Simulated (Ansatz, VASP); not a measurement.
Ir in VASP and in Ansatz

The input INCAR:

```
SYSTEM = Ir
PREC = Accurate ; ENCUT = 500
EDIFF = 1E-6 ; ISMEAR = -1
SIGMA = 0.1 ; LREAL = .False.
LASPH = .True. ; NELM = 120
ALGO = Normal ; ISIF = 2
LWAVE = .False. ; LCHARG = .True.
LELF = .True. ; LVHAR = .True.
NBANDS = 10 ; GGA_COMPAT = .False.
```

KPOINTS

```
regular mesh
0
Gamma
  23 23 23
  0 0 0
```

Contents of POSCAR:

```
Ir
1.0
    0.0000000000      1.9311758117      1.9311758117
    1.9311758117      0.0000000000      1.9311758117
    1.9311758117      1.9311758117      0.0000000000
Ir
1
Direct
    0.0000000000      0.0000000000      0.0000000000
```

Input for Ansatz:

```yaml
crystal:
  lattice:
    - [0.0, 1.9311758118, 1.9311758118]
    - [1.9311758118, 0.0, 1.9311758118]
    - [1.9311758118, 1.9311758118, 0.0]
  atoms:
    - { symbol: Ir, position: [0.0, 0.0, 0.0] }
hamiltonian:
  xc: lda
  pseudopotentials:
    kind: paw
    azcp:
      Ir: "pseudopotentials/Ir.paw.azcp"
basis:
  ecutwfc: 420
  fft_grid_basis: typed
kpoints:
  mp_grid: { grid: [23, 23, 23], shift: [0, 0, 0] }
magnetization:
  spin_polarized: false
scf:
  occupations: { method: fermi_dirac, width: 0.1 }
output:
  stress: true
```

Alike in both runs: task single point; functional LDA; k mesh 23 × 23 × 23; occupations fermi-dirac, width 0.1 eV; no spin polarisation.

```csv
,VASP,Ansatz
version,VASP 6.6.1,Ansatz 0.2.0
potentials or method,"VASP PAW LDA potentials, release 64 (Ir), cutoff 500 eV","plane waves (420 eV) with PAW, scalar-relativistic"
valence electrons in the cell,9,17
```

VASP gave:

| Item | Value |
| --- | --- |
| pressure (GPa) | -12.4 |

Problem. Which values does Ansatz return?

Solution. Pressure (GPa): -14.5.

Ansatz warns that its potentials were made for another functional, while VASP's fit it. LDA's correlation is that of Perdew and Zunger in VASP and of Perdew and Wang (1992) in Ansatz. VASP's potentials hold 9 valence electrons a cell and Ansatz's 17, so a difference there can come from the potentials and not from the codes.

Spin-orbit coupling is off throughout.
